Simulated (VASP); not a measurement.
# Na (Im-3m) in VASP: notebook, part 3 of 3

VASP 6.6.1. Earlier steps stand in the parts before.

### 5 Single point, PBE

This run uses another cell than the first one, of 36.70 Å³/atom, 1.645 times its volume.

INCAR reads:

```
  PREC = Accurate
  ENCUT = 520
  EDIFF = 1E-7
  ISMEAR = -1
  SIGMA = 0.05
  LREAL = F
  LASPH = T
  NELM = 60
  ALGO = Normal
  ISIF = 2
  LWAVE = F
  LCHARG = F
  GGA = PE
  NBANDS = 10
```

KPOINTS reads:

```
Automatic mesh
0
Gamma
  9 9 9
```

POSCAR reads:

```
Na
1.0
   -2.0935213200      2.0935213200      2.0935213200
    2.0935213200     -2.0935213200      2.0935213200
    2.0935213200      2.0935213200     -2.0935213200
Na
1
Direct
    0.0000000000      0.0000000000      0.0000000000
```

Potentials or basis: VASP PAW PBE potentials, release 64 (Na_pv).

Command:

```
cat potpaw_PBE.64/Na_pv/POTCAR > POTCAR
mpirun -np 1 vasp_std > vasp.out
```

OUTCAR:

```text
PREC = Accurate
   ENCUT = 520
   EDIFF = 1E-7
   ISMEAR = -1
   LREAL = F
   LASPH = T
   NELM = 60
   ISIF = 2
   GGA = PE

 ion  position               nearest neighbor table
   1  0.000  0.000  0.000-

  LATTYP: Found a body centered cubic cell.
 ALAT       =     4.1870426400

  Lattice vectors:

 A1 = (  -2.0935213200,   2.0935213200,   2.0935213200)
 A2 = (   2.0935213200,  -2.0935213200,   2.0935213200)
 A3 = (   2.0935213200,   2.0935213200,  -2.0935213200)

Analysis of symmetry for initial positions (statically):
=====================================================================
 Subroutine PRICEL returns:
 Original cell was already a primitive cell.

 Routine SETGRP: Setting up the symmetry group for a
 body centered cubic supercell.

 Subroutine GETGRP returns: Found 48 space group operations
[... 9 lines left out ...]

 Routine SETGRP: Setting up the symmetry group for a
 body centered cubic supercell.

 Subroutine GETGRP returns: Found 48 space group operations
[... 11 lines left out ...]
                                     Primitive cell

  volume of cell :      36.7022

  direct lattice vectors                    reciprocal lattice vectors
    -2.093521320  2.093521320  2.093521320     0.000000000  0.238832055  0.238832055
     2.093521320 -2.093521320  2.093521320     0.238832055  0.000000000  0.238832055
     2.093521320  2.093521320 -2.093521320     0.238832055  0.238832055  0.000000000

  length of vectors
     3.626085293  3.626085293  3.626085293     0.337759532  0.337759532  0.337759532

  position of ions in fractional coordinates (direct lattice)
     0.000000000  0.000000000  0.000000000

  ion indices of the primitive-cell ions
   primitive index   ion index
                 1           1

----------------------------------------------------------------------------------------

[... 83 lines left out ...]
   EFERMI =   0.00;   METHOD = LEGACY
   ISMEAR =    -1;   SIGMA  =   0.05  broadening in eV -4-tet -1-fermi 0-gaus
   EFERMI_NEDOS =   21; number of points for ismear=-14 and -15
   IALGO  =     38    algorithm
   IMIX   =      4    mixing-type and parameters
     AMIX     =   0.40;   BMIX     =  1.00
     AMIX_MAG =   1.60;   BMIX_MAG =  1.00
  volume/ion in A,a.u.               =      36.70       247.68
  Fermi-wavevector in a.u.,A,eV,Ry     =   0.942345  1.780775 12.082176  0.888015
  Thomas-Fermi vector in A             =   2.069946
   LORBIT       =      0    0 simple, 1 ext, 2 COOP (PROOUT), +10 PAW based schemes
   GGA     = PE    functional components
   LHFCALC =     F    Hartree Fock is set to
   AEXX    =    0.0000 exact exchange contribution
   IVDW    =     0    specifies the selected vdW correction
   LEPSILON=     F    determine dielectric tensor
   LRPA    =     F    only Hartree local field effects (RPA)
 non-spin polarized calculation
  energy-cutoff  :      520.00
  volume of cell :       36.70
 maximum number of plane-waves:      1008
   NGX = 13   NGY = 13   NGZ = 13

 number of electron       7.0000001 magnetization

 Free energy of the ion-electron system (eV)
  ---------------------------------------------------
  ext. energy  EPLUGINS =         0.00000000
  ---------------------------------------------------
  free energy    TOTEN  =        -1.31776587 eV

  energy without entropy =       -1.31459273  energy(sigma->0) =       -1.31617930

 E-fermi :   0.3443     XC(G=0):  -6.5283

 val. band max:        0.2468474214   @ k =  -0.3333   0.4444   0.1111
 cond. band min:       0.4459858279   @ k =   0.4444   0.0000   0.0000
 fundamental gap:      0.1991384065
 Fermi energy:         0.3442568913

 k-point     1 :       0.0000    0.0000    0.0000
  band No.  band energies     occupation
      1     -24.5359      2.00000
      2     -24.5359      2.00000
      3     -24.5359      2.00000
      4      -2.9413      2.00000
      5      12.1556      0.00000
      6      12.1556      0.00000
      7      12.1556      0.00000
      8      13.1615      0.00000
      9      13.1615      0.00000
     10      13.7225      0.00000
[... 287 lines left out ...]
 k-point    24 :      -0.4444   -0.4444    0.1111
  band No.  band energies     occupation
      1     -24.5691      2.00000
      2     -24.5538      2.00000
      3     -24.5417      2.00000
      4       1.6510      0.00000
      5       2.1584      0.00000
      6       5.6372      0.00000
      7       9.2486      0.00000
      8      11.0145      0.00000
      9      12.3752      0.00000
     10      13.4033      0.00000

 [... further k-points ...]
[... 5 lines left out ...]
  --------------------------------------------------------------------------------------
  -------------------------------------------------------------------------------------
  Total        0.0094587      0.0094587      0.0094587     -0.0000000     -0.0000000      0.0000000
  in kB        0.4129035      0.4129035      0.4129035     -0.0000000     -0.0000000      0.0000000
  external PRESSURE =       0.4129035 kB  Pullay stress =       0.0000000 kB

 VOLUME and BASIS-vectors are now :
 -----------------------------------------------------------------------------
  energy-cutoff  :      520.00
  volume of cell :       36.70
      direct lattice vectors                 reciprocal lattice vectors
    -2.093521320  2.093521320  2.093521320     0.000000000  0.238832055  0.238832055
     2.093521320 -2.093521320  2.093521320     0.238832055  0.000000000  0.238832055
     2.093521320  2.093521320 -2.093521320     0.238832055  0.238832055  0.000000000

 POSITION                                       TOTAL-FORCE (eV/Angst)
 -----------------------------------------------------------------------------------
      0.00000      0.00000      0.00000        -0.000000     -0.000000      0.000000
 -----------------------------------------------------------------------------------
    total drift:                               -0.000000     -0.000000     -0.000000

  FREE ENERGIE OF THE ION-ELECTRON SYSTEM (eV)
  ---------------------------------------------------
  free  energy   TOTEN  =        -1.3177658737 eV

  energy  without entropy=       -1.3145927311  energy(sigma->0) =       -1.31617930
```

Run time: 16 s. Hardware: 1 thread of Intel Xeon 8259CL, shared host; peak memory 0.15 GiB.

What came out:

```yaml
Free_energy: -1.3178 eV
Pressure: 0.0 GPa
```

### 6 Relaxation of cell and atoms, PBE

This run uses another cell than the first one, of 39.26 Å³/atom, 1.759 times its volume.

INCAR reads:

```
SYSTEM = Na
PREC = Accurate ; ENCUT = 600
EDIFF = 1E-7 ; ISMEAR = -1
SIGMA = 0.05 ; LREAL = .FALSE.
LASPH = .TRUE. ; NELM = 80
ALGO = Fast ; ISIF = 3
LWAVE = .FALSE. ; LCHARG = .FALSE.
GGA = PE ; IBRION = 2
NSW = 60 ; EDIFFG = -0.01
```

KPOINTS reads:

```
regular mesh
0
G
  9 9 9
  0 0 0
```

POSCAR reads:

```
Na
1.0
   -2.1410000000      2.1410000000      2.1410000000
    2.1410000000     -2.1410000000      2.1410000000
    2.1410000000      2.1410000000     -2.1410000000
Na
1
Direct
    0.0000000000      0.0000000000      0.0000000000
```

Potentials or basis: VASP PAW PBE potentials, release 64 (Na_pv).

Command:

```
cat potpaw_PBE.64/Na_pv/POTCAR > POTCAR
mpirun -np 1 vasp_std > vasp.out
```

OUTCAR:

```text
SYSTEM = Na
   PREC = Accurate
   ENCUT = 600
   EDIFF = 1E-7
   ISMEAR = -1
   LREAL = .FALSE.
   LASPH = .TRUE.
   NELM = 80
   ISIF = 3
   GGA = PE
   IBRION = 2
   NSW = 60
   EDIFFG = -0.01

 ion  position               nearest neighbor table
   1  0.000  0.000  0.000-

  LATTYP: Found a body centered cubic cell.
 ALAT       =     4.2820000000

  Lattice vectors:

 A1 = (  -2.1410000000,   2.1410000000,   2.1410000000)
 A2 = (   2.1410000000,  -2.1410000000,   2.1410000000)
 A3 = (   2.1410000000,   2.1410000000,  -2.1410000000)

Analysis of symmetry for initial positions (statically):
=====================================================================
 Subroutine PRICEL returns:
 Original cell was already a primitive cell.
[... 315 lines left out ...]
  ---------------------------------------------------
  free energy    TOTEN  =        -1.31789888 eV

  energy without entropy =       -1.31471345  energy(sigma->0) =       -1.31630617

 E-fermi :   0.3221     XC(G=0):  -6.5080

 val. band max:        0.2249086642   @ k =  -0.3333   0.4444   0.1111
 cond. band min:       0.4232408894   @ k =   0.4444   0.0000   0.0000
 fundamental gap:      0.1983322252
 Fermi energy:         0.3221400097

 k-point     1 :       0.0000    0.0000    0.0000
  band No.  band energies     occupation
      1     -24.5643      2.00000
      2     -24.5643      2.00000
      3     -24.5643      2.00000
      4      -2.9472      2.00000
      5      12.0831      0.00000
      6      12.0831      0.00000
      7      12.0831      0.00000
[... 221 lines left out ...]
 k-point    24 :      -0.4444   -0.4444    0.1111
  band No.  band energies     occupation
      1     -24.5966      2.00000
      2     -24.5817      2.00000
      3     -24.5700      2.00000
      4       1.6245      0.00000
      5       2.1252      0.00000
      6       5.5879      0.00000
      7       9.1838      0.00000

 [... further k-points ...]
[... 5 lines left out ...]
  --------------------------------------------------------------------------------------
  -------------------------------------------------------------------------------------
  Total       -0.0060020     -0.0060020     -0.0060020      0.0000000     -0.0000000      0.0000000
  in kB       -0.2599899     -0.2599899     -0.2599899      0.0000000     -0.0000000      0.0000000
  external PRESSURE =      -0.2599899 kB  Pullay stress =       0.0000000 kB
[... 16 lines left out ...]
  FREE ENERGIE OF THE ION-ELECTRON SYSTEM (eV)
  ---------------------------------------------------
  free  energy   TOTEN  =        -1.3178988850 eV

  energy  without entropy=       -1.3147134506  energy(sigma->0) =       -1.31630617

 reached required accuracy - stopping structural energy minimisation
```

OSZICAR:

```text
N       E                     dE             d eps       ncg     rms          rms(c)
DAV:   1     0.212223873533E+02    0.21222E+02   -0.41210E+03   490   0.908E+02
DAV:   2    -0.880163094809E+00   -0.22103E+02   -0.22102E+02   504   0.142E+02
DAV:   3    -0.131154611422E+01   -0.43138E+00   -0.43138E+00   679   0.286E+01
[... 50 lines left out ...]
RMM:   7    -0.131789818790E+01   -0.69508E-06   -0.22612E-05   518   0.101E-01    0.202E-03
RMM:   8    -0.131789855630E+01   -0.36840E-06   -0.65450E-06   494   0.648E-02    0.854E-04
RMM:   9    -0.131789883343E+01   -0.27713E-06   -0.32208E-06   487   0.411E-02    0.517E-04
RMM:  10    -0.131789892588E+01   -0.92457E-07   -0.14025E-06   522   0.227E-02    0.198E-04
RMM:  11    -0.131789888499E+01    0.40891E-07   -0.29486E-08   327   0.274E-03
   5 F= -.13178989E+01 E0= -.13163062E+01  d E =-.335220E-02
```

CONTCAR:

```text
Na
   1.00000000000000
    -2.0989205593373357    2.0989205593373357    2.0989205593373357
     2.0989205593373357   -2.0989205593373357    2.0989205593373357
     2.0989205593373357    2.0989205593373357   -2.0989205593373357
  Na
     1
Direct
     0.0000000000000000    0.0000000000000000    0.0000000000000000

  0.00000000E+00  0.00000000E+00  0.00000000E+00
```

It took 81 s on 1 thread of Intel Xeon 8259CL, shared host; peak memory 0.16 GiB.

Results:

```
Free energy                            : -1.3179 eV
Relaxed volume                         : 36.99 Å³/atom
Relaxed cell                           : a = 3.635 Å, b = 3.635 Å, c = 3.635 Å, α = 109.47°, β = 109.47°, γ = 109.47°
Space group after relaxing (to 0.05 Å) : Im-3m (No. 229)
Energy gained by relaxing              : 3.4 meV/atom
Ionic steps                            : 5
Pressure after relaxing                : 0.0 GPa
```

Step by step:
```
step  energy change (eV)  largest force (eV/Å)  pressure (GPa)  volume (Å³)
   1              0.0000                0.0000           -0.44        39.26
   2             -0.0015                0.0000           -0.32        38.64
   3             -0.0030                0.0000           -0.12        37.58
   4             -0.0021                0.0000            0.33        35.51
   5             -0.0034                0.0000           -0.03        36.99
```

Final structure:
```yaml
crystal:
  lattice:
    - [-2.09892, 2.09892, 2.09892]
    - [2.09892, -2.09892, 2.09892]
    - [2.09892, 2.09892, -2.09892]
  atoms:
    - { symbol: Na, position: [0.00000, 0.00000, 0.00000] }
```

### 7 Overview

| task | cell | cutoff (eV) | gap on the mesh (eV) | pressure (GPa) |
| --- | --- | --- | --- | --- |
| single point | a = 3.072 Å, angles 109.5°, 1 atom | 520 | none | 9.9 |
| single point | a = 3.243 Å, angles 109.5°, 1 atom | 520 | none | 4.9 |
| single point | a = 3.418 Å, angles 109.5°, 1 atom | 520 | none | 2.0 |
| single point | a = 3.626 Å, angles 109.5°, 1 atom | 520 | none | 0.0 |
| relaxation of cell and atoms | relaxed from a = 3.708 Å, angles 109.5°, 1 atom | 600 | none | 0.0 |

Alike in all rows: level PBE; potentials or basis VASP PAW PBE potentials, release 64 (Na_pv); no spin polarisation; k mesh 9 × 9 × 9; smearing fermi-dirac 0.05 eV.

Total energies depend on the potentials used, so only differences within one code and one set of settings carry meaning.
